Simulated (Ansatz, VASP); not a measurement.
**Two plane-wave programs on BaS**

```xyz
2
Lattice="0.0000 3.2128 3.2128 3.2128 0.0000 3.2128 3.2128 3.2128 0.0000" Properties=species:S:1:pos:R:3 pbc="T T T"
Ba    0.0000    0.0000    0.0000
S     3.2128    3.2128    3.2128
```

Alike in both runs: functional r2SCAN; k mesh 8 × 8 × 8; occupations fermi-dirac, width 0.02 eV; no spin polarisation.

Ansatz relaxed the structure, and its values are those at the end. VASP's run is a single point on that final structure, the one shown.

```csv
,VASP,Ansatz
version,VASP 6.6.1,Ansatz 0.2.0
potentials or method,"VASP PAW PBE potentials, release 64 (Ba_sv, S), cutoff 520 eV",PAW plane waves
valence electrons in the cell,16,16
```

```csv
,VASP,Ansatz,Ansatz less VASP
gap on the k mesh at the Fermi level (eV),2.49,2.58,+0.087
pressure (GPa),0.5,0.0,-0.55
```

VASP's potentials were made for PBE, not for r2SCAN. Ansatz's warnings: stress scf threshold loose.

Neither program's run includes spin-orbit coupling.
